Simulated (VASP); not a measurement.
## ScB2P3: single point with PBE

The system is ScB2P3.

```
Sc B P
1.0
     3.25518    0.00000    0.00000
    -1.62759    2.81907    0.00000
     0.00000    0.00000    8.97614
Sc B P
1 2 3
Direct
  0.00000 0.00000 0.97339
  0.00000 0.00000 0.68105
  0.33333 0.66667 0.39079
  0.00000 0.00000 0.46285
  0.33333 0.66667 0.17445
  0.66667 0.33333 0.75748
```

```yaml
Program: VASP 6.6.1
Task: single point
Functional: PBE
Potentials_or_basis: VASP PAW PBE potentials, release 64 (Sc_sv, B, P)
Cutoff: 520 eV
k_mesh: 5 × 5 × 2
Occupations: gaussian, width 0.2 eV
Spin: no spin polarisation
```

```yaml
Pressure: 0.0 GPa
Largest_force: 0.059 eV/Å
Band_gap_on_the_k_mesh: zero (bands 16 and 17 overlap by 0.83 eV)
```

Forces in eV/Å, atoms in the order of the input:
```
Sc   0.000  0.000  0.011
B    0.000  0.000  0.022
B    0.000  0.000  0.043
P    0.000  0.000 -0.058
P    0.000  0.000  0.040
P    0.000  0.000 -0.059
```

Stress tensor (GPa, compression positive):
```
-0.06  0.00  0.00
 0.00 -0.06  0.00
 0.00  0.00  0.11
```

Levels at points of the mesh, in eV from the Fermi level:
| k point | band 12 | band 13 | band 14 | band 15 | band 16 | band 17 | band 18 | band 19 | band 20 | band 21 |
| --- | --- | --- | --- | --- | --- | --- | --- | --- | --- | --- |
| (0.00, 0.00, 0.00) | -1.62 | -1.62 | -1.23 | -0.09 | 0.63 | 0.63 | 1.96 | 1.96 | 2.70 | 2.70 |
| (0.00, 0.00, 0.50) | -2.43 | -1.51 | -1.51 | 0.37 | 0.37 | 0.77 | 2.08 | 2.08 | 3.02 | 3.32 |

It took 11 s on 1 thread of AMD EPYC 9R45 96-Core Processor (Zen 5), with other jobs on the host, peak memory 0.16 GiB.

Caveat: the k points lie up to 0.45 Å⁻¹ apart, too coarse for converged energies and pressures of a metal.
